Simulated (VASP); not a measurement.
# Ba2Ho3Te (Fmmm) in VASP: single point with PBE

Aim: the single point of Ba2Ho3Te with PBE.

Program: VASP 6.6.1. These are calculated values, not measurements. Logs are shortened: lines on timing, memory, paths and dates and some standing lists are left out, and cuts for length are marked.

## Step 1: The cell of the first run

It takes space group Fmmm (No. 69, orthorhombic). The conventional cell has a = 6.974 Å, b = 12.424 Å, c = 12.832 Å, α = 90.00°, β = 90.00°, γ = 90.00°. Ba (site symmetry 222) has 2 Ba at 3.49 Å and 4 Ho at 3.66 Å within 4.6 Å. Ho (site symmetry m2m) has 1 Te at 2.86 Å and 3 Ho at 3.36 to 3.52 Å and 4 Ba at 3.66 Å within 3.8 Å. Ho (site symmetry mmm) has 6 Ho at 3.36 to 4.51 Å and 2 Te at 3.49 Å within 4.6 Å. Te (site symmetry mmm) has 4 Ho at 2.86 to 3.49 Å within 3.8 Å.

The cell was generated, and may not be a known phase.

## Step 2: Single point, PBE

Contents of INCAR:

```
SYSTEM = Ba2Ho3Te
  PREC = Accurate
  ENCUT = 500
  EDIFF = 1E-6
  ISMEAR = 0
  SIGMA = 0.2
  LREAL = .FALSE.
  LASPH = .TRUE.
  NELM = 200
  ALGO = Normal
  ISIF = 2
  LWAVE = .FALSE.
  LCHARG = .TRUE.
  GGA = PE
  LELF = .TRUE.
  LVHAR = .TRUE.
  NBANDS = 36
  GGA_COMPAT = .FALSE.
  LMAXMIX = 6
```

Contents of KPOINTS:

```
Automatic mesh
0
G
  3 3 3
  0 0 0
```

Contents of POSCAR:

```
Ba2Ho3Te
1.0
    0.0000000000      6.4160188996      6.2117797327
    3.4868020676      0.0000000000      6.2117797327
    3.4868020676      6.4160188996      0.0000000000
Ba Ho Te
2 3 1
Direct
    0.2500000000      0.2500000000      0.2500000000
    0.7500000000      0.7500000000      0.7500000000
    0.2298233162      0.2298233162      0.7701766838
    0.7701766838      0.7701766838      0.2298233162
    0.5000000000      0.5000000000      0.5000000000
    0.0000000000      0.0000000000      0.0000000000
```

Potentials or basis: VASP PAW PBE potentials, release 64 (Ba_sv, Ho_3, Te), 4f in core.

Run with:

```console
$ cat potpaw_PBE.64/Ba_sv/POTCAR potpaw_PBE.64/Ho_3/POTCAR potpaw_PBE.64/Te/POTCAR > POTCAR
$ mpirun -np 1 vasp_std > vasp.out
```

OUTCAR:

```text
SYSTEM = Ba2Ho3Te
   PREC = Accurate
   ENCUT = 500
   EDIFF = 1E-6
   ISMEAR = 0
   LREAL = .FALSE.
   LASPH = .TRUE.
   NELM = 200
   ISIF = 2
   GGA = PE

 ion  position               nearest neighbor table
   1  0.250  0.250  0.250-   2 3.49   2 3.49   3 3.66   3 3.66   4 3.66   4 3.66
   2  0.750  0.750  0.750-   1 3.49   1 3.49   3 3.66   4 3.66   4 3.66   3 3.66
   3  0.230  0.230  0.770-   6 2.86   5 3.36   4 3.52   4 3.52   1 3.66   2 3.66   2 3.66   1 3.66

   4  0.770  0.770  0.230-   6 2.86   5 3.36   3 3.52   3 3.52   1 3.66   2 3.66   2 3.66   1 3.66

   5  0.500  0.500  0.500-   3 3.36   4 3.36   6 3.49   6 3.49
   6  0.000  0.000  0.000-   3 2.86   4 2.86   5 3.49   5 3.49

  LATTYP: Found a face centered orthorhombic cell.
 ALAT       =     6.9736041352
 B/A-ratio  =     1.7815120022
 C/A-ratio  =     1.8400869264

  Lattice vectors:

 A1 = (   0.0000000000,   6.4160188996,   6.2117797327)
 A2 = (  -3.4868020676,   6.4160188996,   0.0000000000)
 A3 = (  -3.4868020676,   0.0000000000,   6.2117797327)

Analysis of symmetry for initial positions (statically):
=====================================================================
 Subroutine PRICEL returns:
 Original cell was already a primitive cell.

 Routine SETGRP: Setting up the symmetry group for a
 face centered orthorhombic supercell.

 Subroutine GETGRP returns: Found  8 space group operations
 (whereof  8 operations were pure point group operations)
 out of a pool of  8 trial point group operations.

The static configuration has the point symmetry D_2h.

Analysis of symmetry for dynamics (positions and initial velocities):
=====================================================================
 Subroutine PRICEL returns:
 Original cell was already a primitive cell.

 Routine SETGRP: Setting up the symmetry group for a
 face centered orthorhombic supercell.

 Subroutine GETGRP returns: Found  8 space group operations
 (whereof  8 operations were pure point group operations)
 out of a pool of  8 trial point group operations.

The dynamic configuration has the point symmetry D_2h.

 Subroutine INISYM returns: Found  8 space group operations
 (whereof  8 operations are pure point group operations),
 and found     1 'primitive' translations

----------------------------------------------------------------------------------------

                                     Primitive cell

  volume of cell :     277.9323

  direct lattice vectors                    reciprocal lattice vectors
     0.000000000  6.416018900  6.211779733    -0.143397873  0.077929945  0.080492230
     3.486802068  0.000000000  6.211779733     0.143397873 -0.077929945  0.080492230
     3.486802068  6.416018900  0.000000000     0.143397873  0.077929945 -0.080492230

  length of vectors
     8.930369867  7.123482021  7.302265893     0.181975343  0.181975343  0.181975343

  position of ions in fractional coordinates (direct lattice)
     0.250000000  0.250000000  0.250000000
     0.750000000  0.750000000  0.750000000
     0.229823316  0.229823316  0.770176684
     0.770176684  0.770176684  0.229823316
     0.500000000  0.500000000  0.500000000
     0.000000000  0.000000000  0.000000000

  ion indices of the primitive-cell ions
   primitive index   ion index
                 1           1
                 2           2
                 3           3
                 4           4
                 5           5
                 6           6

----------------------------------------------------------------------------------------

 KPOINTS: Automatic mesh

Automatic generation of k-mesh.
 Grid dimensions read from file:
 generate k-points for:    3    3    3

 Generating k-lattice:

  Cartesian coordinates                     Fractional coordinates (reciprocal lattice)
    -0.047799291  0.025976648  0.026830743     0.333333333  0.000000000  0.000000000
     0.047799291 -0.025976648  0.026830743     0.000000000  0.333333333  0.000000000
     0.047799291  0.025976648 -0.026830743     0.000000000  0.000000000  0.333333333

  Length of vectors
     0.060658448  0.060658448  0.060658448

  Shift w.r.t. Gamma in fractional coordinates (k-lattice)
     0.000000000  0.000000000  0.000000000

 Subroutine IBZKPT returns following result:
 ===========================================

 Found      8 irreducible k-points:

 Following reciprocal coordinates:
            Coordinates               Weight
  0.000000  0.000000  0.000000      1.000000
  0.333333 -0.000000  0.000000      8.000000
  0.333333  0.333333  0.000000      2.000000
 -0.333333  0.333333 -0.000000      4.000000
  0.333333  0.000000  0.333333      2.000000
 -0.333333  0.000000  0.333333      4.000000
  0.000000  0.333333  0.333333      2.000000
 -0.333333  0.333333  0.333333      4.000000
   k-points           NKPTS =      8   k-points in BZ     NKDIM =      8   number of bands    NBANDS=     36
   number of dos      NEDOS =    301   number of ions     NIONS =      6
   total plane-waves  NPLWV = 204120
   dimension x,y,z NGX =    70 NGY =   54 NGZ =   54
   dimension x,y,z NGXF=   140 NGYF=  108 NGZF=  108
   ions per type =               2   3   1
   NGX,Y,Z   is equivalent  to a cutoff of  13.03, 12.60, 12.29 a.u.
   NGXF,Y,Z  is equivalent  to a cutoff of  26.06, 25.20, 24.59 a.u.
 SYSTEM =  Ba2Ho3Te
   PREC   = accura    normal or accurate (medium, high low for compatibility)
   ISTART =      0    job   : 0-new  1-cont  2-samecut
   ICHARG =      2    charge: 1-file 2-atom 10-const
   ISPIN  =      1    spin polarized calculation?
   LNONCOLLINEAR =      F non collinear calculations
   LSORBIT =      F    spin-orbit coupling
   LASPH  =      T    aspherical Exc in radial PAW
   ENCUT  =  500.0 eV  36.75 Ry    6.06 a.u.  16.28 12.99 13.31*2*pi/ulx,y,z
   NELM   =    200;   NELMIN=  2; NELMDL= -5     # of ELM steps
   EDIFF  = 0.1E-05   stopping-criterion for ELM
   LREAL  =      F    real-space projection
   EDIFFG = 0.1E-04   stopping-criterion for IOM
   NSW    =      0    number of steps for IOM
   IBRION =     -1    ionic relax: 0-MD 1-quasi-New 2-CG
   NFREE  =      0    steps in history (QN), initial steepest desc. (CG)
   ISIF   =      2    stress and relaxation
   ISYM   =      2    0-nonsym 1-usesym 2-fastsym
   POTIM  = 0.5000    time-step for ionic-motion
   TEBEG  =    0.0;   TEEND  =   0.0 temperature during run
   PSTRESS=    0.0 pullay stress
   NELECT =      53.0000    total number of electrons
   NUPDOWN=      -1.0000    fix difference up-down
   EMIN   =  10.00;   EMAX   =-10.00  energy-range for DOS
   EFERMI =   0.00;   METHOD = LEGACY
   ISMEAR =     0;   SIGMA  =   0.20  broadening in eV -4-tet -1-fermi 0-gaus
   EFERMI_NEDOS =   21; number of points for ismear=-14 and -15
   IALGO  =     38    algorithm
   IMIX   =      4    mixing-type and parameters
     AMIX     =   0.40;   BMIX     =  1.00
     AMIX_MAG =   1.60;   BMIX_MAG =  1.00
  volume/ion in A,a.u.               =      46.32       312.60
  Fermi-wavevector in a.u.,A,eV,Ry     =   0.942296  1.780680 12.080897  0.887921
  Thomas-Fermi vector in A             =   2.069891
   LORBIT       =      0    0 simple, 1 ext, 2 COOP (PROOUT), +10 PAW based schemes
   GGA     = PE    functional components
   LHFCALC =     F    Hartree Fock is set to
   AEXX    =    0.0000 exact exchange contribution
   IVDW    =     0    specifies the selected vdW correction
   LEPSILON=     F    determine dielectric tensor
   LRPA    =     F    only Hartree local field effects (RPA)
 non-spin polarized calculation
 Gauss-broadening in eV      SIGMA  =   0.20
  energy-cutoff  :      500.00
  volume of cell :      277.93
 maximum number of plane-waves:      7080
 NGX is ok and might be reduce to    70
   NGX = 33   NGY = 25   NGZ = 27

 number of electron      53.0000001 magnetization

 Free energy of the ion-electron system (eV)
  ---------------------------------------------------
  ext. energy  EPLUGINS =         0.00000000
  ---------------------------------------------------
  free energy    TOTEN  =       -19.17254051 eV

  energy without entropy =      -19.03388209  energy(sigma->0) =      -19.10321130

 E-fermi :   2.2121     XC(G=0):  -8.0325

 val. band max:        2.1931427178   @ k =   0.0000   0.0000   0.0000
 cond. band min:       2.2960421394   @ k =  -0.3333   0.3333   0.3333
 fundamental gap:      0.1028994216
 Fermi energy:         2.2120618491

 k-point     1 :       0.0000    0.0000    0.0000
  band No.  band energies     occupation
      1     -26.3720      2.00000
      2     -26.1424      2.00000
      3     -23.1142      2.00000
      4     -23.0210      2.00000
      5     -22.9006      2.00000
      6     -22.1511      2.00000
[... 28 lines left out ...]
     35       4.2314      0.00000
     36       4.3284      0.00000

 k-point     2 :       0.3333   -0.0000    0.0000
  band No.  band energies     occupation
      1     -26.3174      2.00000
      2     -26.2027      2.00000
      3     -23.1141      2.00000
      4     -23.0215      2.00000
      5     -22.8987      2.00000
      6     -22.1224      2.00000
[... 28 lines left out ...]
     35       3.9890      0.00000
     36       4.1874      0.00000

 k-point     3 :       0.3333    0.3333    0.0000
  band No.  band energies     occupation
      1     -26.3720      2.00000
      2     -26.1425      2.00000
      3     -23.1141      2.00000
      4     -23.0216      2.00000
      5     -22.8966      2.00000
      6     -22.1505      2.00000
[... 28 lines left out ...]
     35       4.2047      0.00000
     36       4.2595      0.00000

 k-point     4 :      -0.3333    0.3333   -0.0000
  band No.  band energies     occupation
      1     -26.3173      2.00000
      2     -26.2028      2.00000
      3     -23.1141      2.00000
      4     -23.0217      2.00000
      5     -22.8966      2.00000
      6     -22.1224      2.00000
[... 28 lines left out ...]
     35       4.2738      0.00000
     36       4.4991      0.00000

 k-point     5 :       0.3333    0.0000    0.3333
  band No.  band energies     occupation
      1     -26.3748      2.00000
      2     -26.1433      2.00000
      3     -23.1141      2.00000
      4     -23.0210      2.00000
      5     -22.9006      2.00000
      6     -22.1480      2.00000
[... 28 lines left out ...]
     35       3.9067      0.00000
     36       3.9329      0.00000

 k-point     6 :      -0.3333    0.0000    0.3333
  band No.  band energies     occupation
      1     -26.3194      2.00000
      2     -26.2026      2.00000
      3     -23.1141      2.00000
      4     -23.0215      2.00000
      5     -22.8987      2.00000
      6     -22.1154      2.00000
[... 28 lines left out ...]
     35       3.8214      0.00000
     36       4.1756      0.00000

 k-point     7 :       0.0000    0.3333    0.3333
  band No.  band energies     occupation
      1     -26.3193      2.00000
      2     -26.2026      2.00000
      3     -23.1141      2.00000
      4     -23.0217      2.00000
      5     -22.8966      2.00000
      6     -22.1155      2.00000
[... 28 lines left out ...]
     35       4.0296      0.00000
     36       4.0721      0.00000

 k-point     8 :      -0.3333    0.3333    0.3333
  band No.  band energies     occupation
      1     -26.3747      2.00000
      2     -26.1434      2.00000
      3     -23.1141      2.00000
      4     -23.0216      2.00000
      5     -22.8966      2.00000
      6     -22.1475      2.00000
[... 28 lines left out ...]
     35       3.9027      0.00000
     36       4.1307      0.00000

------------------------ aborting loop because EDIFF is reached ----------------------------------------

  FORCE on cell =-STRESS in cart. coord.  units (eV):
  Direction    XX          YY          ZZ          XY          YZ          ZX
  --------------------------------------------------------------------------------------
  -------------------------------------------------------------------------------------
  Total        0.3578393      1.5678444      0.3432310      0.0000000      0.0000000      0.0000000
  in kB        2.0628123      9.0380466      1.9786005      0.0000000      0.0000000      0.0000000
  external PRESSURE =       4.3598198 kB  Pullay stress =       0.0000000 kB

 VOLUME and BASIS-vectors are now :
 -----------------------------------------------------------------------------
  energy-cutoff  :      500.00
  volume of cell :      277.93
      direct lattice vectors                 reciprocal lattice vectors
     0.000000000  6.416018900  6.211779733    -0.143397873  0.077929945  0.080492230
     3.486802068  0.000000000  6.211779733     0.143397873 -0.077929945  0.080492230
     3.486802068  6.416018900  0.000000000     0.143397873  0.077929945 -0.080492230

 POSITION                                       TOTAL-FORCE (eV/Angst)
 -----------------------------------------------------------------------------------
      1.74340      3.20801      3.10589         0.000000     -0.000000      0.000000
      5.23020      9.62403      9.31767        -0.000000      0.000000      0.000000
      3.48680      6.41602      2.85522         0.000000     -0.000000     -0.002436
      3.48680      6.41602      9.56834         0.000000     -0.000000      0.002436
      3.48680      6.41602      6.21178         0.000000     -0.000000      0.000000
      0.00000      0.00000      0.00000         0.000000     -0.000000      0.000000
 -----------------------------------------------------------------------------------
    total drift:                                0.000000      0.000000     -0.000000

  FREE ENERGIE OF THE ION-ELECTRON SYSTEM (eV)
  ---------------------------------------------------
  free  energy   TOTEN  =       -19.1725405127 eV

  energy  without entropy=      -19.0338820875  energy(sigma->0) =      -19.10321130
```

Wall time 2.6 min (1 thread of Intel Xeon Platinum 8488C (Sapphire Rapids), shared host); peak memory 0.5 GiB.

What came out:

| Property | Result |
| --- | --- |
| Free energy | -19.1725 eV |
| Pressure | 0.4 GPa |
| Band gap on the k mesh | zero (an odd number of electrons rules out a gap without spin polarisation) |

Forces in eV/Å, atoms in the order of the input:
```
Ba   0.000  0.000  0.000
Ba   0.000  0.000  0.000
Ho   0.000  0.000 -0.002
Ho   0.000  0.000  0.002
Ho   0.000  0.000  0.000
Te   0.000  0.000  0.000
```

Stress tensor (GPa, compression positive):
```
0.21 0.00 0.00
0.00 0.90 0.00
0.00 0.00 0.20
```

Caveat: the k points lie up to 0.38 Å⁻¹ apart, too coarse for converged energies and pressures of a metal; spin-orbit coupling is left out, which moves the levels of the heavy elements; the 4f electrons are frozen in the core, so they carry no moment and show no levels. Spin polarisation is off, so any magnetic state and its effect on volume and gap are missing.

The gap in the log of VASP goes by the Fermi energy; the results here count the filled bands.